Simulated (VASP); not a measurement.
LiS3:

```
CELL_PARAMETERS angstrom
5.00000 0.00000 0.00000
0.00000 5.00000 0.00000
0.00000 0.00000 5.00000
ATOMIC_POSITIONS crystal
Li 0.00000 0.00000 0.97333
S 0.00000 0.50000 0.00000
S 0.50000 0.00000 0.00000
S 0.00000 0.00000 0.50000
```

| Item | Value |
| --- | --- |
| Program | VASP 6.6.1 |
| Task | relaxation of cell and atoms |
| Functional | PBE |
| Potentials or basis | VASP PAW PBE potentials, release 64 (Li_sv, S) |
| Cutoff | 600 eV |
| k mesh | 4 × 4 × 4 |
| Occupations | gaussian, width 0.1 eV |
| Spin | no spin polarisation |

At the start: pressure -5.5 GPa; volume 31.25 Å³/atom.

How do energy, volume and symmetry change on relaxing?

Over 29 steps the energy falls by 871.9 meV/atom and the volume is 24.19 Å³/atom (-22.6 %); space group P4mm (No. 99, to 0.05 Å).

The path:
| step | energy change (eV) | largest force (eV/Å) | pressure (GPa) | volume (Å³) |
| --- | --- | --- | --- | --- |
| 1 | 0.0000 | 0.3642 | -5.48 | 125.00 |
| 2 | -0.6124 | 0.4749 | -4.70 | 106.63 |
| 3 | -0.9920 | 0.4796 | -1.55 | 89.59 |
| 4 | -1.0123 | 0.4140 | 1.00 | 82.99 |
| 5 | -1.0176 | 0.4416 | 0.07 | 85.07 |
| 6 | -1.0172 | 0.4332 | 0.37 | 84.37 |
| 7 | -1.0270 | 0.1332 | 0.41 | 84.29 |
| 8 | -1.0270 | 0.1580 | 0.41 | 84.28 |
| 9 | -1.0316 | 0.1729 | 0.06 | 85.12 |
| 10 | -1.0368 | 0.2011 | -0.77 | 87.29 |
| 11 | -1.0388 | 0.2061 | -0.81 | 87.42 |
| 12 | -1.0454 | 0.2195 | -0.94 | 87.79 |
| 13 | -1.0614 | 0.3083 | -1.19 | 88.54 |
| 14 | -1.1020 | 0.4576 | -1.68 | 90.06 |
| 15 | -1.2035 | 0.7607 | -2.46 | 93.15 |
| 16 | -1.5758 | 2.0883 | -3.46 | 99.52 |
| 17 | -2.7470 | 1.7692 | -4.96 | 113.09 |
| 18 | -2.6985 | 0.4863 | -4.84 | 118.55 |
| 19 | -2.7711 | 1.3074 | -4.95 | 114.84 |
| 20 | -2.7681 | 1.4608 | -4.95 | 114.24 |
| 21 | -3.0867 | 0.8999 | -4.04 | 108.51 |
| 22 | -3.4059 | 0.2386 | -1.27 | 99.36 |
| 23 | -3.4333 | 0.8847 | 0.73 | 95.21 |
| 24 | -3.4354 | 0.7252 | 0.21 | 96.18 |
| 25 | -3.4640 | 0.4513 | 0.21 | 95.98 |
| 26 | -3.4851 | 0.0859 | 0.28 | 95.58 |
| 27 | -3.4863 | 0.0695 | 0.14 | 96.03 |
| 28 | -3.4872 | 0.0422 | -0.11 | 96.91 |
| 29 | -3.4875 | 0.0191 | -0.01 | 96.78 |

Final structure:
```
Li S
1.0
     4.44939    0.00000    0.00000
     0.00000    4.44939    0.00000
     0.00000    0.00000    4.88859
Li S
1 3
Direct
  0.00000 0.00000 0.81661
  0.00000 0.50000 0.17100
  0.50000 0.00000 0.17100
  0.00000 0.00000 0.31472
```

Caveat: the cutoff is under 1.25 times the usual one of these potentials, so pressure, stress and relaxed cells hold a basis-set (Pulay) error; the volume moved by over 15 % at a fixed basis, so the end points are rough.
